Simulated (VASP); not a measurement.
# HF in VASP: a series of runs, part 3 of 3

VASP 6.6.1.

## (4) Single point, PBE+D3(BJ)

Input file INCAR:

```
  ALGO = Normal
  EDIFF = 1E-6
  ENCUT = 1010
  GGA = PE
  GGA_COMPAT = F
  ISIF = 2
  ISMEAR = -1
  IVDW = 12
  LASPH = T
  LCHARG = F
  LREAL = F
  LWAVE = F
  NBANDS = 36
  NELM = 120
  PREC = Accurate
  SIGMA = 0.05
```

Input file KPOINTS:

```
k-points
0
Gamma
  1 1 1
```

Input file POSCAR:

```
HF
1.0
    5.4647890000      0.0000000000      0.0000000000
    0.0000000000      5.4647890000      0.0000000000
    0.0000000000      0.0000000000      5.4647890000
F H
6 6
Direct
    1.0694099992      0.5464986846      0.4594321940
    0.8273695471     -0.0778438106      0.2214175149
    0.3007618409      0.4234930205      0.9977146419
    0.5648159517      0.8076615584      0.8742881015
    0.8546350097      0.3098564281      0.7950169714
    0.3751837445      0.1092265410      0.5281631185
    1.1536950466      0.4887837390      0.3351822001
    0.6308386289     -0.1126484481      0.0121322159
    0.3797584866      0.5748254873      0.9541264997
    0.4038765266      1.1159991722      0.7009419760
    0.8859079463      0.3937205993      0.6408298655
    0.8542141334     -0.1041394279      0.3826497235
```

Potentials or basis: VASP PAW PBE potentials, release 64 (F_h, H_h).

Run with:

```
$ cat potpaw_PBE.64/F_h/POTCAR potpaw_PBE.64/H_h/POTCAR > POTCAR
$ mpirun -np 1 vasp_gam > vasp.out
```

OUTCAR:

```text
EDIFF = 1E-6
   ENCUT = 1010
   GGA = PE
   ISIF = 2
   ISMEAR = -1
   IVDW = 12
   LASPH = T
   LREAL = F
   NELM = 120
   PREC = Accurate
 IVDW          = 12

 ion  position               nearest neighbor table
   1  0.069  0.546  0.459-   7 0.88
   2  0.827  0.922  0.221-  12 0.90
   3  0.301  0.423  0.998-   9 0.96
   4  0.565  0.808  0.874-   8 0.94
   5  0.855  0.310  0.795-  11 0.97
   6  0.375  0.109  0.528-  10 0.96
   7  0.154  0.489  0.335-   1 0.88
   8  0.631  0.887  0.012-   4 0.94
   9  0.380  0.575  0.954-   3 0.96
  10  0.404  0.116  0.701-   6 0.96
  11  0.886  0.394  0.641-   5 0.97
  12  0.854  0.896  0.383-   2 0.90

  LATTYP: Found a simple cubic cell.
 ALAT       =     5.4647890000

  Lattice vectors:

 A1 = (   5.4647890000,   0.0000000000,   0.0000000000)
 A2 = (   0.0000000000,   5.4647890000,   0.0000000000)
 A3 = (   0.0000000000,   0.0000000000,   5.4647890000)

Analysis of symmetry for initial positions (statically):
=====================================================================
 Subroutine PRICEL returns:
 Original cell was already a primitive cell.

 Routine SETGRP: Setting up the symmetry group for a
 simple cubic supercell.

 Subroutine GETGRP returns: Found  1 space group operations
 (whereof  1 operations were pure point group operations)
 out of a pool of 48 trial point group operations.

The static configuration has the point symmetry C_1 .

Analysis of symmetry for dynamics (positions and initial velocities):
=====================================================================
 Subroutine PRICEL returns:
 Original cell was already a primitive cell.

 Routine SETGRP: Setting up the symmetry group for a
 simple cubic supercell.

 Subroutine GETGRP returns: Found  1 space group operations
 (whereof  1 operations were pure point group operations)
 out of a pool of 48 trial point group operations.

The dynamic configuration has the point symmetry C_1 .

 Subroutine INISYM returns: Found  1 space group operations
 (whereof  1 operations are pure point group operations),
 and found     1 'primitive' translations

----------------------------------------------------------------------------------------

                                     Primitive cell

  volume of cell :     163.2000

  direct lattice vectors                    reciprocal lattice vectors
     5.464789000  0.000000000  0.000000000     0.182989682  0.000000000  0.000000000
     0.000000000  5.464789000  0.000000000     0.000000000  0.182989682  0.000000000
     0.000000000  0.000000000  5.464789000     0.000000000  0.000000000  0.182989682

  length of vectors
     5.464789000  5.464789000  5.464789000     0.182989682  0.182989682  0.182989682

  position of ions in fractional coordinates (direct lattice)
     0.069409999  0.546498685  0.459432194
     0.827369547  0.922156189  0.221417515
     0.300761841  0.423493020  0.997714642
     0.564815952  0.807661558  0.874288101
     0.854635010  0.309856428  0.795016971
     0.375183744  0.109226541  0.528163118
     0.153695047  0.488783739  0.335182200
     0.630838629  0.887351552  0.012132216
     0.379758487  0.574825487  0.954126500
     0.403876527  0.115999172  0.700941976
     0.885907946  0.393720599  0.640829866
     0.854214133  0.895860572  0.382649724

  ion indices of the primitive-cell ions
   primitive index   ion index
                 1           1
                 2           2
                 3           3
                 4           4
                 5           5
                 6           6
                 7           7
                 8           8
                 9           9
                10          10
                11          11
                12          12

----------------------------------------------------------------------------------------

 KPOINTS: k-points

Automatic generation of k-mesh.
 Grid dimensions read from file:
 generate k-points for:    1    1    1

 Generating k-lattice:

  Cartesian coordinates                     Fractional coordinates (reciprocal lattice)
     0.182989682  0.000000000  0.000000000     1.000000000  0.000000000  0.000000000
     0.000000000  0.182989682  0.000000000     0.000000000  1.000000000  0.000000000
     0.000000000  0.000000000  0.182989682     0.000000000  0.000000000  1.000000000

  Length of vectors
     0.182989682  0.182989682  0.182989682

  Shift w.r.t. Gamma in fractional coordinates (k-lattice)
     0.000000000  0.000000000  0.000000000

 Subroutine IBZKPT returns following result:
 ===========================================

 Found      1 irreducible k-points:

 Following reciprocal coordinates:
            Coordinates               Weight
  0.000000  0.000000  0.000000      1.000000
   k-points           NKPTS =      1   k-points in BZ     NKDIM =      1   number of bands    NBANDS=     36
   number of dos      NEDOS =    301   number of ions     NIONS =     12
   total plane-waves  NPLWV = 216000
   dimension x,y,z NGX =    60 NGY =   60 NGZ =   60
   dimension x,y,z NGXF=   120 NGYF=  120 NGZF=  120
   ions per type =               6   6
   NGX,Y,Z   is equivalent  to a cutoff of  18.25, 18.25, 18.25 a.u.
   NGXF,Y,Z  is equivalent  to a cutoff of  36.51, 36.51, 36.51 a.u.
 SYSTEM =  unknown system
   PREC   = accura    normal or accurate (medium, high low for compatibility)
   ISTART =      0    job   : 0-new  1-cont  2-samecut
   ICHARG =      2    charge: 1-file 2-atom 10-const
   ISPIN  =      1    spin polarized calculation?
   LNONCOLLINEAR =      F non collinear calculations
   LSORBIT =      F    spin-orbit coupling
   LASPH  =      T    aspherical Exc in radial PAW
   ENCUT  = 1010.0 eV  74.23 Ry    8.62 a.u.  14.16 14.16 14.16*2*pi/ulx,y,z
   NELM   =    120;   NELMIN=  2; NELMDL= -5     # of ELM steps
   EDIFF  = 0.1E-05   stopping-criterion for ELM
   LREAL  =      F    real-space projection
   EDIFFG = 0.1E-04   stopping-criterion for IOM
   NSW    =      0    number of steps for IOM
   IBRION =     -1    ionic relax: 0-MD 1-quasi-New 2-CG
   NFREE  =      0    steps in history (QN), initial steepest desc. (CG)
   ISIF   =      2    stress and relaxation
   ISYM   =      2    0-nonsym 1-usesym 2-fastsym
   POTIM  = 0.5000    time-step for ionic-motion
   TEBEG  =    0.0;   TEEND  =   0.0 temperature during run
   PSTRESS=    0.0 pullay stress
   NELECT =      48.0000    total number of electrons
   NUPDOWN=      -1.0000    fix difference up-down
   EMIN   =  10.00;   EMAX   =-10.00  energy-range for DOS
   EFERMI =   0.00;   METHOD = LEGACY
   ISMEAR =    -1;   SIGMA  =   0.05  broadening in eV -4-tet -1-fermi 0-gaus
   EFERMI_NEDOS =   21; number of points for ismear=-14 and -15
   IALGO  =     38    algorithm
   IMIX   =      4    mixing-type and parameters
     AMIX     =   0.40;   BMIX     =  1.00
     AMIX_MAG =   1.60;   BMIX_MAG =  1.00
  volume/ion in A,a.u.               =      13.60        91.78
  Fermi-wavevector in a.u.,A,eV,Ry     =   1.088717  2.057378 16.127063  1.185306
  Thomas-Fermi vector in A             =   2.224905
   LORBIT       =      0    0 simple, 1 ext, 2 COOP (PROOUT), +10 PAW based schemes
   GGA     = PE    functional components
   LHFCALC =     F    Hartree Fock is set to
   AEXX    =    0.0000 exact exchange contribution
   IVDW    =    12    specifies the selected vdW correction
   LEPSILON=     F    determine dielectric tensor
   LRPA    =     F    only Hartree local field effects (RPA)
 non-spin polarized calculation
  energy-cutoff  :     1010.00
  volume of cell :      163.20
 maximum number of plane-waves:      5919
 NGX is ok and might be reduce to    60
   NGX = 29   NGY = 29   NGZ = 29

 number of electron      48.0000001 magnetization

 Free energy of the ion-electron system (eV)
  ---------------------------------------------------
  ext. energy  EPLUGINS =         0.00000000
  ---------------------------------------------------
  free energy    TOTEN  =       -48.89308094 eV

  energy without entropy =      -48.89308094  energy(sigma->0) =      -48.89308094

 E-fermi :  -4.2797     XC(G=0):  -6.3971

 val. band max:       -5.4845253913   @ k =   0.0000   0.0000   0.0000
 cond. band min:       0.7140173738   @ k =   0.0000   0.0000   0.0000
 fundamental gap:      6.1985427652
 Fermi energy:        -4.2796550549

 k-point     1 :       0.0000    0.0000    0.0000
  band No.  band energies     occupation
      1     -28.2627      2.00000
      2     -28.1181      2.00000
      3     -27.5508      2.00000
      4     -26.5727      2.00000
      5     -26.3296      2.00000
      6     -25.8206      2.00000
[... 28 lines left out ...]
     35       9.1179      0.00000
     36       9.6843      0.00000

------------------------ aborting loop because EDIFF is reached ----------------------------------------

 Edisp (eV)   -0.27537

 E8    (eV) :    -0.0548

  FORCE on cell =-STRESS in cart. coord.  units (eV):
  Direction    XX          YY          ZZ          XY          YZ          ZX
  --------------------------------------------------------------------------------------
  -------------------------------------------------------------------------------------
  Total       1.51875     0.02927     2.71455    -0.61989     0.75575    -0.23435
  in kB      14.90992     0.28737    26.64942    -6.08564     7.41938    -2.30070
  external pressure =       13.95 kB  Pullay stress =        0.00 kB

 VOLUME and BASIS-vectors are now :
 -----------------------------------------------------------------------------
  energy-cutoff  :     1010.00
  volume of cell :      163.20
      direct lattice vectors                 reciprocal lattice vectors
     5.464789000  0.000000000  0.000000000     0.182989682  0.000000000  0.000000000
     0.000000000  5.464789000  0.000000000     0.000000000  0.182989682  0.000000000
     0.000000000  0.000000000  5.464789000     0.000000000  0.000000000  0.182989682

 POSITION                                       TOTAL-FORCE (eV/Angst)
 -----------------------------------------------------------------------------------
      0.37931      2.98650      2.51070        -2.215655      1.817063      3.112805
      4.52140      5.03939      1.21000        -0.047053      0.626115     -1.822746
      1.64360      2.31430      5.45230         0.213139      0.550643      0.276131
      3.08660      4.41370      4.77780        -0.679570     -0.221127     -0.569074
      4.67040      1.69330      4.34460        -0.266913      0.338944     -1.138454
      2.05030      0.59690      2.88630         0.084674      0.099184      0.776126
      0.83991      2.67110      1.83170         2.236666     -1.728613     -3.498356
      3.44740      4.84919      0.06630         0.477625      0.056505      0.612189
      2.07530      3.14130      5.21410         0.029031     -0.475090     -0.023137
      2.20710      0.63391      3.83050        -0.147749     -0.000385     -0.971545
      4.84130      2.15160      3.50200         0.086390     -0.683509      1.278458
      4.66810      4.89569      2.09110         0.229414     -0.379731      1.967603
 -----------------------------------------------------------------------------------
    total drift:                                0.001316      0.001821      0.000473

  FREE ENERGIE OF THE ION-ELECTRON SYSTEM (eV)
  ---------------------------------------------------
  free  energy   TOTEN  =       -49.1684483003 eV

  energy  without entropy=      -49.1684483003  energy(sigma->0) =      -49.16844830
```

Run time: 55 s. Hardware: 1 thread of Intel Xeon Platinum 8259CL at 2.50GHz (Skylake/Cascade Lake), shared host; peak memory 0.48 GiB.

What came out:

* Free energy: -49.1684 eV
* Pressure: 1.4 GPa
* Largest force: 4.498 eV/Å
* Dispersion energy per atom: -0.023 eV

Forces in eV/Å, atoms in the order of the input:
```
F   -2.216  1.817  3.113
F   -0.047  0.626 -1.823
F    0.213  0.551  0.276
F   -0.680 -0.221 -0.569
F   -0.267  0.339 -1.138
F    0.085  0.099  0.776
H    2.237 -1.729 -3.498
H    0.478  0.057  0.612
H    0.029 -0.475 -0.023
H   -0.148  0.000 -0.972
H    0.086 -0.684  1.278
H    0.229 -0.380  1.968
```

Levels at points of the mesh, in eV from the Fermi level:
```csv
k point,band 21,band 22,band 23,band 24,band 25,band 26,band 27,band 28
"(0.00, 0.00, 0.00)",-1.87,-1.74,-1.46,-1.20,4.99,8.67,9.27,10.01
```

Caveat: the k points lie up to 1.15 Å⁻¹ apart, too coarse for converged energies, forces and pressures.

## (5) Summary

```csv
cell,pressure (GPa),largest force (eV/Å)
"as given, atomic positions A",-0.5,0.41
"as given, atomic positions B",0.8,3.54
"as given, atomic positions C",1.4,4.50
```

Alike in all rows: task single point; level PBE+D3(BJ); potentials or basis VASP PAW PBE potentials, release 64 (F_h, H_h); no spin polarisation; k mesh 1 × 1 × 1; cutoff (eV) 1010; smearing fermi-dirac 0.05 eV.

Caveats: all runs use coarse meshes; the atoms stand as in a frame of molecular dynamics (at least some runs).

Absolute energies hang on the potentials; compare differences alone.
